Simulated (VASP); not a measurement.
# CoSi2 (Fm-3m) in VASP: notebook

The runs below take CoSi2 through single point, with PBE.

Program: VASP 6.6.1. These are calculated values, not measurements. Logs are shortened: lines on timing, memory, paths and dates and some standing lists are left out, and cuts for length are marked.

### Step 1. The cell of the first run

The structure is cubic, space group Fm-3m (No. 225). The conventional cell has a = 5.356 Å, b = 5.356 Å, c = 5.356 Å, α = 90.00°, β = 90.00°, γ = 90.00°. Co (site symmetry m-3m) has 8 Si at 2.32 Å within 3.1 Å. Within 3.1 Å of Si (site symmetry -43m) lie 4 Co at 2.32 Å and 6 Si at 2.68 Å.

### Step 2. Single point, PBE, collinear spin, ferromagnetic start

INCAR reads:

```
PREC     = Accurate       # precision mode
ENCUT    = 520            # plane-wave cutoff, eV
EDIFF    = 1E-6           # SCF threshold, eV
ISMEAR   = -1             # smearing method
SIGMA    = 0.1            # smearing width, eV
LREAL    = False          # projectors in reciprocal space
LASPH    = True           # aspherical terms in the spheres
NELM     = 150            # most SCF steps
ALGO     = Normal         # electronic algorithm
ISIF     = 2              # what is computed and relaxed
LWAVE    = False          # write WAVECAR
LCHARG   = False          # write CHGCAR
ISPIN    = 2              # spin polarisation
MAGMOM   = 2.5 0 0        # initial moments
LORBIT   = 11             # projections on sites
LMAXMIX  = 4              # l up to which the mixer works
GGA      = PE             # functional
NBANDS   = 20             # bands
```

KPOINTS reads:

```
Automatic mesh
0
Gamma
  7 7 7
```

POSCAR reads:

```
CoSi2
1.0
    0.0000000000      2.6780000000      2.6780000000
    2.6780000000      0.0000000000      2.6780000000
    2.6780000000      2.6780000000      0.0000000000
Co Si
1 2
Direct
    0.0000000000      0.0000000000      0.0000000000
    0.2500000000      0.2500000000      0.2500000000
    0.7500000000      0.7500000000      0.7500000000
```

Potentials or basis: VASP PAW PBE potentials, release 64 (Co, Si).

Started as:

```sh
$ cat potpaw_PBE.64/Co/POTCAR potpaw_PBE.64/Si/POTCAR > POTCAR
$ mpirun -np 1 vasp_std > vasp.out
```

OUTCAR:

```text
PREC = Accurate
   ENCUT = 520
   EDIFF = 1E-6
   ISMEAR = -1
   LREAL = False
   LASPH = True
   NELM = 150
   ISIF = 2
   ISPIN = 2
   LORBIT = 11
   GGA = PE

 ion  position               nearest neighbor table
   1  0.000  0.000  0.000-   3 2.32   2 2.32   3 2.32   2 2.32   3 2.32   3 2.32   2 2.32   2 2.32

   2  0.250  0.250  0.250-   1 2.32   1 2.32   1 2.32   1 2.32   3 2.68   3 2.68   3 2.68   3 2.68
                             3 2.68   3 2.68
   3  0.750  0.750  0.750-   1 2.32   1 2.32   1 2.32   1 2.32   2 2.68   2 2.68   2 2.68   2 2.68
                             2 2.68   2 2.68

  LATTYP: Found a face centered cubic cell.
 ALAT       =     5.3560000000

  Lattice vectors:

 A1 = (   0.0000000000,   2.6780000000,   2.6780000000)
 A2 = (   2.6780000000,   0.0000000000,   2.6780000000)
 A3 = (   2.6780000000,   2.6780000000,   0.0000000000)

Analysis of symmetry for initial positions (statically):
=====================================================================
 Subroutine PRICEL returns:
 Original cell was already a primitive cell.

 Routine SETGRP: Setting up the symmetry group for a
 face centered cubic supercell.

 Subroutine GETGRP returns: Found 48 space group operations
 (whereof 48 operations were pure point group operations)
 out of a pool of 48 trial point group operations.

The static configuration has the point symmetry O_h .

Analysis of symmetry for dynamics (positions and initial velocities):
=====================================================================
 Subroutine PRICEL returns:
 Original cell was already a primitive cell.

 Routine SETGRP: Setting up the symmetry group for a
 face centered cubic supercell.

 Subroutine GETGRP returns: Found 48 space group operations
 (whereof 48 operations were pure point group operations)
 out of a pool of 48 trial point group operations.

The dynamic configuration has the point symmetry O_h .

Analysis of structural, dynamic, and magnetic symmetry:
=====================================================================
 Subroutine PRICEL returns:
 Original cell was already a primitive cell.

 Routine SETGRP: Setting up the symmetry group for a
 face centered cubic supercell.

 Subroutine GETGRP returns: Found 48 space group operations
 (whereof 48 operations were pure point group operations)
 out of a pool of 48 trial point group operations.

The overall configuration has the point symmetry O_h .

 Subroutine INISYM returns: Found 48 space group operations
 (whereof 48 operations are pure point group operations),
 and found     1 'primitive' translations

----------------------------------------------------------------------------------------

                                     Primitive cell

  volume of cell :      38.4115

  direct lattice vectors                    reciprocal lattice vectors
     0.000000000  2.678000000  2.678000000    -0.186706497  0.186706497  0.186706497
     2.678000000  0.000000000  2.678000000     0.186706497 -0.186706497  0.186706497
     2.678000000  2.678000000  0.000000000     0.186706497  0.186706497 -0.186706497

  length of vectors
     3.787263920  3.787263920  3.787263920     0.323385140  0.323385140  0.323385140

  position of ions in fractional coordinates (direct lattice)
     0.000000000  0.000000000  0.000000000
     0.250000000  0.250000000  0.250000000
     0.750000000  0.750000000  0.750000000

  ion indices of the primitive-cell ions
   primitive index   ion index
                 1           1
                 2           2
                 3           3

----------------------------------------------------------------------------------------

 KPOINTS: Automatic mesh

Automatic generation of k-mesh.
 Grid dimensions read from file:
 generate k-points for:    7    7    7

 Generating k-lattice:

  Cartesian coordinates                     Fractional coordinates (reciprocal lattice)
    -0.026672357  0.026672357  0.026672357     0.142857143  0.000000000  0.000000000
     0.026672357 -0.026672357  0.026672357     0.000000000  0.142857143  0.000000000
     0.026672357  0.026672357 -0.026672357     0.000000000  0.000000000  0.142857143

  Length of vectors
     0.046197877  0.046197877  0.046197877

  Shift w.r.t. Gamma in fractional coordinates (k-lattice)
     0.000000000  0.000000000  0.000000000

 Subroutine IBZKPT returns following result:
 ===========================================

 Found     20 irreducible k-points:

 Following reciprocal coordinates:
            Coordinates               Weight
  0.000000  0.000000  0.000000      1.000000
  0.142857  0.000000  0.000000      8.000000
  0.285714  0.000000  0.000000      8.000000
  0.428571  0.000000  0.000000      8.000000
  0.142857  0.142857  0.000000      6.000000
  0.285714  0.142857  0.000000     24.000000
[... 12 lines left out ...]
 -0.428571  0.428571  0.142857     24.000000
 -0.285714  0.428571  0.142857     24.000000
   k-points           NKPTS =     20   k-points in BZ     NKDIM =     20   number of bands    NBANDS=     20
   number of dos      NEDOS =    301   number of ions     NIONS =      3
   total plane-waves  NPLWV =  21952
   dimension x,y,z NGX =    28 NGY =   28 NGZ =   28
   dimension x,y,z NGXF=    56 NGYF=   56 NGZF=   56
   ions per type =               1   2
   NGX,Y,Z   is equivalent  to a cutoff of  12.29, 12.29, 12.29 a.u.
   NGXF,Y,Z  is equivalent  to a cutoff of  24.58, 24.58, 24.58 a.u.
 SYSTEM =  unknown system
   PREC   = accura    normal or accurate (medium, high low for compatibility)
   ISTART =      0    job   : 0-new  1-cont  2-samecut
   ICHARG =      2    charge: 1-file 2-atom 10-const
   ISPIN  =      2    spin polarized calculation?
   LNONCOLLINEAR =      F non collinear calculations
   LSORBIT =      F    spin-orbit coupling
   LASPH  =      T    aspherical Exc in radial PAW
   ENCUT  =  520.0 eV  38.22 Ry    6.18 a.u.   7.04  7.04  7.04*2*pi/ulx,y,z
   NELM   =    150;   NELMIN=  2; NELMDL= -5     # of ELM steps
   EDIFF  = 0.1E-05   stopping-criterion for ELM
   LREAL  =      F    real-space projection
   EDIFFG = 0.1E-04   stopping-criterion for IOM
   NSW    =      0    number of steps for IOM
   IBRION =     -1    ionic relax: 0-MD 1-quasi-New 2-CG
   NFREE  =      0    steps in history (QN), initial steepest desc. (CG)
   ISIF   =      2    stress and relaxation
   ISYM   =      2    0-nonsym 1-usesym 2-fastsym
   POTIM  = 0.5000    time-step for ionic-motion
   TEBEG  =    0.0;   TEEND  =   0.0 temperature during run
   PSTRESS=    0.0 pullay stress
   NELECT =      17.0000    total number of electrons
   NUPDOWN=      -1.0000    fix difference up-down
   EMIN   =  10.00;   EMAX   =-10.00  energy-range for DOS
   EFERMI =   0.00;   METHOD = LEGACY
   ISMEAR =    -1;   SIGMA  =   0.10  broadening in eV -4-tet -1-fermi 0-gaus
   EFERMI_NEDOS =   21; number of points for ismear=-14 and -15
   IALGO  =     38    algorithm
   IMIX   =      4    mixing-type and parameters
     AMIX     =   0.40;   BMIX     =  1.00
     AMIX_MAG =   1.60;   BMIX_MAG =  1.00
  volume/ion in A,a.u.               =      12.80        86.40
  Fermi-wavevector in a.u.,A,eV,Ry     =   1.247586  2.357596 21.177078  1.556471
  Thomas-Fermi vector in A             =   2.381712
   LORBIT       =     11    0 simple, 1 ext, 2 COOP (PROOUT), +10 PAW based schemes
   GGA     = PE    functional components
   LHFCALC =     F    Hartree Fock is set to
   AEXX    =    0.0000 exact exchange contribution
   IVDW    =     0    specifies the selected vdW correction
   LEPSILON=     F    determine dielectric tensor
   LRPA    =     F    only Hartree local field effects (RPA)
 spin polarized calculation
  energy-cutoff  :      520.00
  volume of cell :       38.41
 maximum number of plane-waves:      1047
   NGX = 15   NGY = 15   NGZ = 15

 number of electron      16.9999995 magnetization       0.0000795

 number of electron      16.9999995 magnetization      -0.0002445

 Free energy of the ion-electron system (eV)
  ---------------------------------------------------
  ext. energy  EPLUGINS =         0.00000000
  ---------------------------------------------------
  free energy    TOTEN  =       -19.31935283 eV

  energy without entropy =      -19.28505821  energy(sigma->0) =      -19.30220552

 E-fermi :  10.0891     XC(G=0): -11.7464

 val. band max:        9.9014003918   @ k =  -0.2857   0.2857   0.0000
 cond. band min:      10.1498085983   @ k =  -0.1429   0.1429   0.0000
 fundamental gap:      0.2484082066
 Fermi energy:        10.0891264999

 spin component 1

 k-point     1 :       0.0000    0.0000    0.0000
  band No.  band energies     occupation
      1      -3.0310      1.00000
      2       6.0088      1.00000
      3       6.0088      1.00000
      4       6.0088      1.00000
      5       8.1736      1.00000
      6       8.1736      1.00000
[... 12 lines left out ...]
     19      20.6391      0.00000
[... 420 lines left out ...]
      3       3.8726      1.00000
      4       4.9890      1.00000
      5       7.5206      1.00000
      6       7.7695      1.00000
[... 12 lines left out ...]
     19      24.7320      0.00000
     20      27.6883      0.00000
 Fermi energy:        10.0891264999

 spin component 2

 k-point     1 :       0.0000    0.0000    0.0000
  band No.  band energies     occupation
      1      -3.0309      1.00000
      2       6.0089      1.00000
      3       6.0089      1.00000
      4       6.0089      1.00000
      5       8.1735      1.00000
      6       8.1735      1.00000
[... 12 lines left out ...]
     19      20.6386      0.00000
[... 421 lines left out ...]
      4       4.9891      1.00000
      5       7.5207      1.00000
      6       7.7696      1.00000
[... 12 lines left out ...]
     19      24.7320      0.00000
     20      27.6865      0.00000

------------------------ aborting loop because EDIFF is reached ----------------------------------------

  FORCE on cell =-STRESS in cart. coord.  units (eV):
  Direction    XX          YY          ZZ          XY          YZ          ZX
  --------------------------------------------------------------------------------------
  -------------------------------------------------------------------------------------
  Total        0.0616070      0.0616070      0.0616070     -0.0000000      0.0000000     -0.0000000
  in kB        2.5696810      2.5696810      2.5696810     -0.0000000      0.0000000     -0.0000000
  external PRESSURE =       2.5696810 kB  Pullay stress =       0.0000000 kB

 VOLUME and BASIS-vectors are now :
 -----------------------------------------------------------------------------
  energy-cutoff  :      520.00
  volume of cell :       38.41
      direct lattice vectors                 reciprocal lattice vectors
     0.000000000  2.678000000  2.678000000    -0.186706497  0.186706497  0.186706497
     2.678000000  0.000000000  2.678000000     0.186706497 -0.186706497  0.186706497
     2.678000000  2.678000000  0.000000000     0.186706497  0.186706497 -0.186706497

 POSITION                                       TOTAL-FORCE (eV/Angst)
 -----------------------------------------------------------------------------------
      0.00000      0.00000      0.00000         0.000000      0.000000      0.000000
      1.33900      1.33900      1.33900        -0.000000     -0.000000     -0.000000
      4.01700      4.01700      4.01700         0.000000      0.000000      0.000000
 -----------------------------------------------------------------------------------
    total drift:                               -0.000000     -0.000000      0.000000

  FREE ENERGIE OF THE ION-ELECTRON SYSTEM (eV)
  ---------------------------------------------------
  free  energy   TOTEN  =       -19.3193528259 eV

  energy  without entropy=      -19.2850582099  energy(sigma->0) =      -19.30220552

 total charge

# of ion       s       p       d       tot
------------------------------------------
    1        0.541   0.721   7.591   8.853
    2        0.716   0.874   0.000   1.590
    3        0.716   0.874   0.000   1.590
--------------------------------------------------
tot          1.974   2.470   7.591  12.034

 magnetization (x)

# of ion       s       p       d       tot
------------------------------------------
    1       -0.000  -0.000  -0.000  -0.000
    2        0.000   0.000   0.000   0.000
    3        0.000   0.000   0.000   0.000
--------------------------------------------------
tot         -0.000   0.000  -0.000  -0.000
```

Wall time 20 s (1 thread of Intel Xeon 6975P-C (Granite Rapids), shared host); peak memory 0.18 GiB.

Results:

* Free energy: -19.3194 eV
* Pressure: 0.3 GPa
* Net moment: 0.00 μB per cell
* Valence electrons inside the program's atomic spheres: Co 8.85; Si 1.59

Caveat: the starting moments collapsed, and a magnetic state may lie lower.

### Step 3. Single point, PBE, collinear spin, ferromagnetic start

INCAR reads:

```
SYSTEM = CoSi2
  PREC = Accurate
  ENCUT = 520
  EDIFF = 1E-6
  ISMEAR = -1
  SIGMA = 0.1
  LREAL = .False.
  LASPH = .True.
  NELM = 150
  ALGO = Normal
  ISIF = 2
  LWAVE = .False.
  LCHARG = .False.
  ISPIN = 2
  MAGMOM = 2.5 0 0
  LORBIT = 11
  LMAXMIX = 4
  GGA = PE
  NBANDS = 20
```

KPOINTS reads:

```
Automatic mesh
0
Gamma
  9 9 9
  0 0 0
```

POSCAR is that of step 2.

Potentials or basis: VASP PAW PBE potentials, release 64 (Co, Si).

Started as:

```sh
$ cat potpaw_PBE.64/Co/POTCAR potpaw_PBE.64/Si/POTCAR > POTCAR
$ mpirun -np 1 vasp_std > vasp.out
```

Run time: 30 s. Hardware: 1 thread of Intel Xeon 6975P-C (Granite Rapids), shared host; peak memory 0.19 GiB.

It converged, with:

```yaml
Free_energy: -19.3093 eV
Pressure: 0.4 GPa
Net_moment: 0.00 μB per cell
Valence_electrons_inside_the_program's_atomic_spheres: Co 8.86; Si 1.59
```

Levels at points of the mesh, in eV from the Fermi level:
Spin up:
```tsv
k point	band 5	band 6	band 7	band 8	band 9	band 10	band 11	band 12	band 13	band 14
(0.00, 0.00, 0.00)	-1.90	-1.90	0.76	3.41	3.41	3.41	3.45	3.45	3.45	5.67
```
Spin down:
```csv
k point,band 7,band 8,band 9,band 10,band 11,band 12
"(0.00, 0.00, 0.00)",0.76,3.41,3.41,3.41,3.45,3.45
```

Caveat: the starting moments collapsed, and a magnetic state may lie lower.
